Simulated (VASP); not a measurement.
# SiO2 (I-42m) in VASP: notebook

Runs on SiO2. Level: PBE. Tasks: single point.

All numbers are computed with VASP 6.6.1; they aren't measurements. Logs are shortened: lines on timing, memory, paths and dates and some standing lists are left out, and cuts for length are marked.

### Step 1. The cell of the first run

Symmetry: I-42m, No. 121, tetragonal system. Conventional cell: a = 9.160 Å, b = 9.160 Å, c = 8.231 Å, α = 90.00°, β = 90.00°, γ = 90.00°. Within 2.1 Å of Si (site symmetry 1) lie 4 O at 1.61 to 1.62 Å. O (site symmetry 2) has 2 Si at 1.61 Å within 2.1 Å. O (site symmetry m) has 2 Si at 1.61 Å within 2.1 Å. O (site symmetry 1) has 2 Si at 1.62 Å within 2.2 Å.

### Step 2. Single point, PBE

File INCAR:

```
SYSTEM = SiO2
  PREC = Accurate
  ENCUT = 520
  EDIFF = 1E-7
  ISMEAR = 0
  SIGMA = 0.1
  LREAL = Auto
  LASPH = .True.
  NELM = 80
  ALGO = Normal
  ISIF = 2
  LWAVE = .False.
  LCHARG = .False.
  GGA = PE
  NBANDS = 82
```

File KPOINTS:

```
regular mesh
0
Gamma
  4 4 4
  0 0 0
```

File POSCAR:

```
SiO2
1.0
   -4.5798011975      4.5798011975      4.1155784219
    4.5798011975     -4.5798011975      4.1155784219
    4.5798011975      4.5798011975     -4.1155784219
Si O
8 16
Direct
    0.7554327600      0.1131968500      0.2321106600
    0.8810861900      0.5233220900      0.7678893400
    0.1131968500      0.7554327600      0.2321106600
    0.4766779100      0.2445672400      0.3577640900
    0.8868031500      0.1189138100      0.6422359100
    0.5233220900      0.8810861900      0.7678893400
    0.2445672400      0.4766779100      0.3577640900
    0.1189138100      0.8868031500      0.6422359100
    0.2833330700      0.0000000000      0.2833330700
    0.9167487000      0.6259356300      0.0000000000
    0.6306849100      0.2378251000      0.2533388800
    0.7166669300      0.0000000000      0.7166669300
    0.6259356300      0.9167487000      0.0000000000
    0.6226539800      0.3693150900      0.6071402000
    0.3693150900      0.6226539800      0.6071402000
    0.0832512900      0.0832512900      0.7091869200
    0.9844862200      0.3773460200      0.7466611200
    0.0000000000      0.7166669300      0.7166669300
    0.2378251000      0.6306849100      0.2533388800
    0.0155137800      0.7621749000      0.3928598000
    0.0000000000      0.2833330700      0.2833330700
    0.7621749000      0.0155137800      0.3928598000
    0.3740643700      0.3740643700      0.2908130700
    0.3773460200      0.9844862200      0.7466611200
```

Potentials or basis: VASP PAW PBE potentials, release 64 (Si, O).

On the command line:

```
> cat potpaw_PBE.64/Si/POTCAR potpaw_PBE.64/O/POTCAR > POTCAR
> mpirun -np 1 vasp_std > vasp.out
```

OUTCAR:

```text
SYSTEM = SiO2
   PREC = Accurate
   ENCUT = 520
   EDIFF = 1E-7
   ISMEAR = 0
   LREAL = Auto
   LASPH = .True.
   NELM = 80
   ISIF = 2
   GGA = PE

 ion  position               nearest neighbor table
   1  0.755  0.113  0.232-  21 1.61  13 1.61  22 1.62  11 1.62   4 3.00   5 3.00   6 3.01
   2  0.881  0.523  0.768-  18 1.61  10 1.61  14 1.62  17 1.62   5 3.00   4 3.00   3 3.01
   3  0.113  0.755  0.232-   9 1.61  10 1.61  20 1.62  19 1.62   7 3.00   8 3.00   2 3.01
   4  0.477  0.245  0.358-   9 1.61  23 1.61  11 1.62  14 1.62   1 3.00   2 3.00   7 3.01
   5  0.887  0.119  0.642-  12 1.61  16 1.61  17 1.62  22 1.62   2 3.00   1 3.00   8 3.01
   6  0.523  0.881  0.768-  12 1.61  13 1.61  15 1.62  24 1.62   8 3.00   7 3.00   1 3.01
   7  0.245  0.477  0.358-  21 1.61  23 1.61  19 1.62  15 1.62   3 3.00   6 3.00   4 3.01
   8  0.119  0.887  0.642-  18 1.61  16 1.61  24 1.62  20 1.62   6 3.00   3 3.00   5 3.01
   9  0.283  0.000  0.283-   3 1.61   4 1.61
  10  0.917  0.626  0.000-   3 1.61   2 1.61
  11  0.631  0.238  0.253-   4 1.62   1 1.62
  12  0.717  0.000  0.717-   5 1.61   6 1.61
  13  0.626  0.917  0.000-   1 1.61   6 1.61
  14  0.623  0.369  0.607-   2 1.62   4 1.62
[... 8 lines left out ...]
  23  0.374  0.374  0.291-   4 1.61   7 1.61
  24  0.377  0.984  0.747-   8 1.62   6 1.62

  LATTYP: Found a body centered tetragonal cell.
 ALAT       =     9.1596023950
 C/A-ratio  =     0.8986369155

  Lattice vectors:

 A1 = (  -4.5798011975,   4.5798011975,   4.1155784219)
 A2 = (   4.5798011975,  -4.5798011975,   4.1155784219)
 A3 = (   4.5798011975,   4.5798011975,  -4.1155784219)

Analysis of symmetry for initial positions (statically):
=====================================================================
 Subroutine PRICEL returns:
 Original cell was already a primitive cell.

 Routine SETGRP: Setting up the symmetry group for a
 body centered tetragonal supercell.

 Subroutine GETGRP returns: Found  8 space group operations
 (whereof  8 operations were pure point group operations)
 out of a pool of 16 trial point group operations.

The static configuration has the point symmetry D_2d.

Analysis of symmetry for dynamics (positions and initial velocities):
=====================================================================
 Subroutine PRICEL returns:
 Original cell was already a primitive cell.

 Routine SETGRP: Setting up the symmetry group for a
 body centered tetragonal supercell.

 Subroutine GETGRP returns: Found  8 space group operations
 (whereof  8 operations were pure point group operations)
 out of a pool of 16 trial point group operations.

The dynamic configuration has the point symmetry D_2d.

 Subroutine INISYM returns: Found  8 space group operations
 (whereof  8 operations are pure point group operations),
 and found     1 'primitive' translations

----------------------------------------------------------------------------------------

                                     Primitive cell

  volume of cell :     345.2901

  direct lattice vectors                    reciprocal lattice vectors
    -4.579801198  4.579801198  4.115578422     0.000000000  0.109175045  0.121489606
     4.579801198 -4.579801198  4.115578422     0.109175045  0.000000000  0.121489606
     4.579801198  4.579801198 -4.115578422     0.109175045  0.109175045  0.000000000

  length of vectors
     7.673795916  7.673795916  7.673795916     0.163336814  0.163336814  0.154396829

  position of ions in fractional coordinates (direct lattice)
     0.755432760  0.113196850  0.232110660
     0.881086190  0.523322090  0.767889340
     0.113196850  0.755432760  0.232110660
     0.476677910  0.244567240  0.357764090
     0.886803150  0.118913810  0.642235910
     0.523322090  0.881086190  0.767889340
[... 16 lines left out ...]
     0.374064370  0.374064370  0.290813070
     0.377346020  0.984486220  0.746661120

  ion indices of the primitive-cell ions
   primitive index   ion index
                 1           1
                 2           2
                 3           3
                 4           4
                 5           5
                 6           6
[... 16 lines left out ...]
                23          23
                24          24

----------------------------------------------------------------------------------------

 KPOINTS: regular mesh

Automatic generation of k-mesh.
 Grid dimensions read from file:
 generate k-points for:    4    4    4

 Generating k-lattice:

  Cartesian coordinates                     Fractional coordinates (reciprocal lattice)
     0.000000000  0.027293761  0.030372401     0.250000000 -0.000000000  0.000000000
     0.027293761  0.000000000  0.030372401    -0.000000000  0.250000000  0.000000000
     0.027293761  0.027293761  0.000000000     0.000000000  0.000000000  0.250000000

  Length of vectors
     0.040834203  0.040834203  0.038599207

  Shift w.r.t. Gamma in fractional coordinates (k-lattice)
     0.000000000  0.000000000  0.000000000

 Subroutine IBZKPT returns following result:
 ===========================================

 Found     13 irreducible k-points:

 Following reciprocal coordinates:
            Coordinates               Weight
  0.000000  0.000000  0.000000      1.000000
  0.250000  0.000000  0.000000      8.000000
  0.500000  0.000000  0.000000      4.000000
  0.250000  0.250000  0.000000      8.000000
  0.500000  0.250000 -0.000000     16.000000
 -0.250000  0.250000  0.000000      4.000000
  0.500000  0.500000  0.000000      2.000000
  0.250000  0.250000  0.250000      2.000000
 -0.250000  0.250000  0.250000      4.000000
  0.500000  0.500000  0.250000      4.000000
 -0.250000  0.500000  0.250000      8.000000
 -0.250000 -0.250000  0.250000      2.000000
  0.500000  0.500000  0.500000      1.000000
   k-points           NKPTS =     13   k-points in BZ     NKDIM =     13   number of bands    NBANDS=     82
   number of dos      NEDOS =    301   number of ions     NIONS =     24
   total plane-waves  NPLWV = 216000
   dimension x,y,z NGX =    60 NGY =   60 NGZ =   60
   dimension x,y,z NGXF=   120 NGYF=  120 NGZF=  120
   ions per type =               8  16
   NGX,Y,Z   is equivalent  to a cutoff of  13.00, 13.00, 13.00 a.u.
   NGXF,Y,Z  is equivalent  to a cutoff of  26.00, 26.00, 26.00 a.u.
 SYSTEM =  SiO2
   PREC   = accura    normal or accurate (medium, high low for compatibility)
   ISTART =      0    job   : 0-new  1-cont  2-samecut
   ICHARG =      2    charge: 1-file 2-atom 10-const
   ISPIN  =      1    spin polarized calculation?
   LNONCOLLINEAR =      F non collinear calculations
   LSORBIT =      F    spin-orbit coupling
   LASPH  =      T    aspherical Exc in radial PAW
   ENCUT  =  520.0 eV  38.22 Ry    6.18 a.u.  14.27 14.27 14.27*2*pi/ulx,y,z
   NELM   =     80;   NELMIN=  2; NELMDL= -5     # of ELM steps
   EDIFF  = 0.1E-06   stopping-criterion for ELM
   LREAL  =      T    real-space projection
   EDIFFG = 0.1E-05   stopping-criterion for IOM
   NSW    =      0    number of steps for IOM
   IBRION =     -1    ionic relax: 0-MD 1-quasi-New 2-CG
   NFREE  =      0    steps in history (QN), initial steepest desc. (CG)
   ISIF   =      2    stress and relaxation
   ISYM   =      2    0-nonsym 1-usesym 2-fastsym
   POTIM  = 0.5000    time-step for ionic-motion
   TEBEG  =    0.0;   TEEND  =   0.0 temperature during run
   PSTRESS=    0.0 pullay stress
   NELECT =     128.0000    total number of electrons
   NUPDOWN=      -1.0000    fix difference up-down
   EMIN   =  10.00;   EMAX   =-10.00  energy-range for DOS
   EFERMI =   0.00;   METHOD = LEGACY
   ISMEAR =     0;   SIGMA  =   0.10  broadening in eV -4-tet -1-fermi 0-gaus
   EFERMI_NEDOS =   21; number of points for ismear=-14 and -15
   IALGO  =     38    algorithm
   IMIX   =      4    mixing-type and parameters
     AMIX     =   0.40;   BMIX     =  1.00
     AMIX_MAG =   1.60;   BMIX_MAG =  1.00
  volume/ion in A,a.u.               =      14.39        97.09
  Fermi-wavevector in a.u.,A,eV,Ry     =   1.176026  2.222366 18.817350  1.383036
  Thomas-Fermi vector in A             =   2.312396
   LORBIT       =      0    0 simple, 1 ext, 2 COOP (PROOUT), +10 PAW based schemes
   GGA     = PE    functional components
   LHFCALC =     F    Hartree Fock is set to
   AEXX    =    0.0000 exact exchange contribution
   IVDW    =     0    specifies the selected vdW correction
   LEPSILON=     F    determine dielectric tensor
   LRPA    =     F    only Hartree local field effects (RPA)
 non-spin polarized calculation
 Gauss-broadening in eV      SIGMA  =   0.10
  energy-cutoff  :      520.00
  volume of cell :      345.29
 maximum number of plane-waves:      9322
 NGX is ok and might be reduce to    60
   NGX = 29   NGY = 29   NGZ = 29

 number of electron     128.0000025 magnetization

 Free energy of the ion-electron system (eV)
  ---------------------------------------------------
  ext. energy  EPLUGINS =         0.00000000
  ---------------------------------------------------
  free energy    TOTEN  =      -189.06745204 eV

  energy without entropy =     -189.06745204  energy(sigma->0) =     -189.06745204

 E-fermi :   0.4344     XC(G=0):  -8.3840

 val. band max:       -0.0727835055   @ k =   0.5000   0.5000   0.0000
 cond. band min:       5.7590950736   @ k =   0.0000   0.0000   0.0000
 fundamental gap:      5.8318785791
 Fermi energy:         0.4344325403

 k-point     1 :       0.0000    0.0000    0.0000
  band No.  band energies     occupation
      1     -19.4956      2.00000
      2     -18.8086      2.00000
      3     -18.8086      2.00000
      4     -18.5802      2.00000
      5     -18.1796      2.00000
      6     -18.1796      2.00000
[... 68 lines left out ...]
     75       9.6676      0.00000
     76       9.7202      0.00000

 k-point     2 :       0.2500    0.0000    0.0000
  band No.  band energies     occupation
      1     -19.4160      2.00000
      2     -18.9214      2.00000
      3     -18.8083      2.00000
      4     -18.6291      2.00000
      5     -18.3258      2.00000
      6     -18.1928      2.00000
[... 861 lines left out ...]
 k-point    13 :       0.5000    0.5000    0.5000
  band No.  band energies     occupation
      1     -19.0645      2.00000
      2     -19.0500      2.00000
      3     -18.8808      2.00000
      4     -18.8808      2.00000
      5     -18.5803      2.00000
      6     -18.0471      2.00000
[... 68 lines left out ...]
     75       9.5752      0.00000
     76       9.7983      0.00000
 [bands above 76 left out]

------------------------ aborting loop because EDIFF is reached ----------------------------------------

  FORCE on cell =-STRESS in cart. coord.  units (eV):
  Direction    XX          YY          ZZ          XY          YZ          ZX
  --------------------------------------------------------------------------------------
  -------------------------------------------------------------------------------------
  Total       10.4540810     10.4540810     10.1400574      0.0000000      0.0000000      0.0000000
  in kB       48.5078825     48.5078825     47.0507845      0.0000000      0.0000000      0.0000000
  external PRESSURE =      48.0221832 kB  Pullay stress =       0.0000000 kB

 VOLUME and BASIS-vectors are now :
 -----------------------------------------------------------------------------
  energy-cutoff  :      520.00
  volume of cell :      345.29
      direct lattice vectors                 reciprocal lattice vectors
    -4.579801198  4.579801198  4.115578422     0.000000000  0.109175045  0.121489606
     4.579801198 -4.579801198  4.115578422     0.109175045  0.000000000  0.121489606
     4.579801198  4.579801198 -4.115578422     0.109175045  0.109175045  0.000000000

 POSITION                                       TOTAL-FORCE (eV/Angst)
 -----------------------------------------------------------------------------------
     -1.87829      4.00433      2.61964         0.034019      0.012460      0.003567
      1.87829      5.15527      2.61964        -0.034019     -0.012460      0.003567
      4.00433     -1.87829      2.61964         0.012460      0.034019      0.003567
      0.57547      2.70151      1.49593        -0.012460      0.034019     -0.003567
     -0.57547      6.45809      1.49593         0.012460     -0.034019     -0.003567
      5.15527      1.87829      2.61964        -0.012460     -0.034019      0.003567
[... 16 lines left out ...]
      1.33187      1.33187      1.88212        -0.210745     -0.210745      0.261491
      6.20014      0.63898      2.53178         0.269652      0.007731      0.298426
 -----------------------------------------------------------------------------------
    total drift:                                0.000050      0.000050      0.000070

  FREE ENERGIE OF THE ION-ELECTRON SYSTEM (eV)
  ---------------------------------------------------
  free  energy   TOTEN  =      -189.0674520412 eV

  energy  without entropy=     -189.0674520412  energy(sigma->0) =     -189.06745204
```

It took 27 min on 1 thread of Oxide Virtual Turin-like, shared host; peak memory 0.54 GiB.

Results:

```
Free energy            : -189.0675 eV
Pressure               : 4.8 GPa
Largest force          : 0.402 eV/Å
Band gap on the k mesh : 5.83 eV (least direct gap 6.04 eV)
```

Forces in eV/Å, atoms in the order of the input:
```
Si   0.034  0.012  0.004
Si  -0.034 -0.012  0.004
Si   0.012  0.034  0.004
Si  -0.012  0.034 -0.004
Si   0.012 -0.034 -0.004
Si  -0.012 -0.034  0.004
Si   0.034 -0.012 -0.004
Si  -0.034  0.012 -0.004
O    0.000 -0.089  0.000
O    0.211 -0.211 -0.261
O   -0.008 -0.270  0.298
O    0.000  0.089  0.000
O   -0.211  0.211 -0.261
O    0.270 -0.008 -0.298
O   -0.008  0.270 -0.298
O    0.211  0.211  0.261
O    0.008  0.270  0.298
O    0.089  0.000  0.000
O   -0.270 -0.008  0.298
O    0.008 -0.270 -0.298
O   -0.089  0.000  0.000
O   -0.270  0.008 -0.298
O   -0.211 -0.211  0.261
O    0.270  0.008  0.298
```

Stress tensor (GPa, compression positive):
```
4.85 0.00 0.00
0.00 4.85 0.00
0.00 0.00 4.71
```

Caveat: the cell stands under pressure. A k mesh can miss the band edges.

### Step 3. Single point, PBE

This run uses another cell than the first one, of 14.83 Å³/atom.

File INCAR:

```
SYSTEM = SiO2
PREC = Accurate ; ENCUT = 520
EDIFF = 1E-7 ; ISMEAR = 0
SIGMA = 0.02 ; LREAL = Auto
LASPH = .True. ; NELM = 100
ALGO = Normal ; ISIF = 2
LWAVE = .False. ; LCHARG = .True.
GGA = PE ; LELF = .True.
LVHAR = .True. ; NBANDS = 82
```

File KPOINTS:

```
Automatic mesh
0
Gamma
  4 4 4
  0 0 0
```

File POSCAR:

```
SiO2
1.0
   -4.6211272938      4.6211272938      4.1658470896
    4.6211272938     -4.6211272938      4.1658470896
    4.6211272938      4.6211272938     -4.1658470896
Si O
8 16
Direct
    0.7554328485      0.1154985398      0.2326309877
    0.8828675521      0.5228018609      0.7673690123
    0.1154985398      0.7554328485      0.2326309877
    0.4771981391      0.2445671515      0.3600656913
    0.8845014602      0.1171324479      0.6399343087
    0.5228018609      0.8828675521      0.7673690123
    0.2445671515      0.4771981391      0.3600656913
    0.1171324479      0.8845014602      0.6399343087
    0.2857115138      0.0000000000      0.2857115138
    0.9201604440      0.6274889174      0.0000000000
    0.6299338219      0.2393510504      0.2538431861
    0.7142884862      0.0000000000      0.7142884862
    0.6274889174      0.9201604440      0.0000000000
    0.6239093641      0.3700661781      0.6094172285
    0.3700661781      0.6239093641      0.6094172285
    0.0798395560      0.0798395560      0.7073284735
    0.9855078644      0.3760906359      0.7461568139
    0.0000000000      0.7142884862      0.7142884862
    0.2393510504      0.6299338219      0.2538431861
    0.0144921356      0.7606489496      0.3905827715
    0.0000000000      0.2857115138      0.2857115138
    0.7606489496      0.0144921356      0.3905827715
    0.3725110826      0.3725110826      0.2926715265
    0.3760906359      0.9855078644      0.7461568139
```

Potentials or basis: VASP PAW PBE potentials, release 64 (Si, O).

On the command line:

```
> cat potpaw_PBE.64/Si/POTCAR potpaw_PBE.64/O/POTCAR > POTCAR
> mpirun -np 1 vasp_std > vasp.out
```

Wall time 31 min (1 thread of Oxide Virtual Turin-like, shared host); peak memory 0.55 GiB.

Results (log left out):

```yaml
Free_energy: -189.2265 eV
Pressure: 0.1 GPa
Largest_force: 0.036 eV/Å
Band_gap_on_the_k_mesh: 5.65 eV (least direct gap 5.86 eV)
```

Forces on the atoms (eV/Å):
```
Si  -0.035 -0.001  0.009
Si   0.035  0.001  0.009
Si  -0.001 -0.035  0.009
Si   0.001 -0.035 -0.009
Si  -0.001  0.035 -0.009
Si   0.001  0.035  0.009
Si  -0.035  0.001 -0.009
Si   0.035 -0.001 -0.009
O    0.000  0.008  0.000
O   -0.004  0.004  0.005
O   -0.007  0.011  0.001
O    0.000 -0.008  0.000
O    0.004 -0.004  0.005
O   -0.011 -0.007 -0.001
O   -0.007 -0.011 -0.001
O   -0.004 -0.004 -0.005
O    0.007 -0.011  0.001
O   -0.008  0.000  0.000
O    0.011 -0.007  0.001
O    0.007  0.011 -0.001
O    0.008  0.000  0.000
O    0.011  0.007 -0.001
O    0.004  0.004 -0.005
O   -0.011  0.007  0.001
```

Stress tensor (GPa, compression positive):
```
0.17 0.00 0.00
0.00 0.17 0.00
0.00 0.00 0.04
```

Levels at points of the mesh, in eV from the valence-band top:
```csv
k point,band 61,band 62,band 63,band 64,band 65,band 66,band 67,band 68
"(0.00, 0.00, 0.00)",-0.25,-0.25,-0.25,-0.21,5.65,8.41,8.41,8.43
"(0.50, 0.00, 0.00)",-0.35,-0.31,-0.17,-0.12,6.96,7.26,8.27,8.69
"(0.50, 0.50, 0.00)",-0.38,-0.27,-0.08,0.00,6.76,7.21,8.58,8.63
"(0.50, 0.50, 0.50)",-0.10,-0.08,-0.07,-0.07,7.89,7.89,7.93,7.99
```

A k mesh can miss the band edges.
